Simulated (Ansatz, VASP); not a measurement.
## Two plane-wave programs on C

Contents of POSCAR:

```
C
1.0
   -2.5113391176      0.0000000000      0.0000000000
   -1.2556695588     -2.1748834734      0.0000000000
    1.0045356470      0.7249611578     10.3359979276
C
10
Direct
   -0.0625975391      0.0248178013      0.8741534038
    0.9026575391      0.9751821987      0.7252465962
    0.0961171739      0.1086959628      0.1257878883
    0.8439428261      0.8913040372      0.4736121117
    0.1308880114      0.1583685877      0.2748057630
    0.8091719886      0.8416314123      0.3245942370
    0.2824272246      0.3748531780      0.9242595341
    0.5576327754      0.6251468220      0.6751404659
    0.4177627899      0.4253325570      0.0756976711
    0.5222972101      0.5746674430      0.5237023289
```

Contents of INCAR.step1:

```
  PREC = Accurate
  ENCUT = 520
  ISMEAR = 0
  SIGMA = 0.05
  LREAL = F
  LASPH = T
  NELM = 100
  NBANDS = 31
  GGA = PE
  ALGO = Normal
  EDIFF = 1E-4
  LWAVE = T
  LCHARG = F
```

File INCAR.step2:

```
  PREC = Accurate
  ENCUT = 520
  EDIFF = 1E-6
  ISMEAR = 0
  SIGMA = 0.05
  LREAL = F
  LASPH = T
  NELM = 100
  ALGO = Normal
  ISIF = 2
  LWAVE = F
  LCHARG = F
  METAGGA = R2SCAN
  LMIXTAU = T
  NBANDS = 31
  ISTART = 1
```

KPOINTS

```
Automatic mesh
0
Gamma
  10 10 3
```

Input for Ansatz:

```yaml
crystal:
  lattice:
    - [-2.5113391176, 0.0, 0.0]
    - [-1.2556695588, -2.1748834734, 0.0]
    - [1.004535647, 0.7249611578, 10.3359979276]
  atoms:
    - { symbol: C, position: [-0.0625975391, 0.0248178013, 0.8741534038] }
    - { symbol: C, position: [0.9026575391, 0.9751821987, 0.7252465962] }
    - { symbol: C, position: [0.0961171739, 0.1086959628, 0.1257878883] }
    - { symbol: C, position: [0.8439428261, 0.8913040372, 0.4736121117] }
    - { symbol: C, position: [0.1308880114, 0.1583685877, 0.274805763] }
    - { symbol: C, position: [0.8091719886, 0.8416314123, 0.324594237] }
    - { symbol: C, position: [0.2824272246, 0.374853178, 0.9242595341] }
    - { symbol: C, position: [0.5576327754, 0.625146822, 0.6751404659] }
    - { symbol: C, position: [0.4177627899, 0.425332557, 0.0756976711] }
    - { symbol: C, position: [0.5222972101, 0.574667443, 0.5237023289] }
basis:
  ecutwfc: 500
kpoints:
  mp_grid: { grid: [10, 10, 3] }
hamiltonian:
  xc: r2scan
scf:
  occupations: { method: gaussian, width: 0.05 }
output:
  forces: true
  stress: true
  eigenvalues: true
```

Alike in both runs: task single point; functional r2SCAN; k mesh 10 × 10 × 3; occupations gaussian, width 0.05 eV; no spin polarisation.

```csv
,VASP,Ansatz
version,VASP 6.6.1,Ansatz 0.2.0
potentials or method,"VASP PAW PBE potentials, release 64 (C), cutoff 520 eV","scalar-relativistic, plane waves, PAW"
valence electrons in the cell,40,40
```

|  | VASP | Ansatz | Ansatz less VASP |
| --- | --- | --- | --- |
| gap on the k mesh at the Fermi level (eV) | 4.47 | 4.49 | +0.024 |
| least direct gap on the mesh (eV) | 5.37 | 5.42 | +0.043 |
| pressure (GPa) | 1.1 | 0.0 | -1.10 |
| traceless stress, the component that is largest in VASP (GPa) | 11.39 | 11.41 | +0.017 |
| rms of the force components (eV/Å) | 0.464 | 0.466 | +0.0026 |

VASP's potentials were made for PBE, not for r2SCAN. Atom by atom the forces differ by 0.005 eV/Å (rms over components).
